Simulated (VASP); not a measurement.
Set up this calculation in VASP 6.6.1, as the native input.

```
Task                   : single point
Functional             : PBE
Potentials or basis    : VASP PAW PBE potentials, release 64 (Hf_pv, O)
Cutoff                 : 520 eV
k mesh                 : 6 × 4 × 6
Occupations            : gaussian, width 0.02 eV
Spin                   : no spin polarisation
Dipole correction      : no
Further INCAR settings : ALGO = Normal; EDIFF = 1e-06; NBANDS = 56
```

The structure of HfO2 lies in POSCAR:

```
HfO2
1.0
   -4.0194223587     -4.0194223587      0.0000000000
   -4.0194223587      4.0194223587      0.0000000000
    2.0097111793      2.0097111793     -5.3212988042
Hf O
4 8
Direct
    0.5000000000      0.5000000000      0.0000000000
    1.0000000000      1.0000000000      0.0000000000
    0.0000000000      0.7500000000      0.5000000000
    0.5000000000      0.2500000000      0.5000000000
    0.7982768228      0.7500000000      0.0965536456
    0.2982768228      0.2500000000      0.0965536456
    0.2982768228      0.5000000000      0.5965536456
    0.7982768228      0.0000000000      0.5965536456
    0.2017231772      0.7500000000      0.9034463544
    0.7017231772      0.2500000000      0.9034463544
    0.7017231772      0.5000000000      0.4034463544
    0.2017231772      0.0000000000      0.4034463544
```

The input as run:

INCAR

```
PREC = Accurate
ENCUT = 520
EDIFF = 1E-6
ISMEAR = 0
SIGMA = 0.02
LREAL = F
LASPH = T
NELM = 80
ALGO = Normal
ISIF = 2
LWAVE = F
LCHARG = F
GGA = PE
NBANDS = 56
```

KPOINTS

```
Automatic mesh
0
Gamma
  6 4 6
```

Potentials or basis: VASP PAW PBE potentials, release 64 (Hf_pv, O).

Launch:

```sh
$ cat potpaw_PBE.64/Hf_pv/POTCAR potpaw_PBE.64/O/POTCAR > POTCAR
$ mpirun -np 1 vasp_std > vasp.out
```

It gave:

The pressure is -2.4 GPa. The largest force is 0.046 eV/Å. The band gap on the k mesh is 4.42 eV.

Caveat: spin-orbit coupling is left out, which moves the levels of the heavy elements.

Run time: 13 min on 1 thread of Oxide Virtual Turin-like Processor (shared host), peak memory 0.4 GiB.
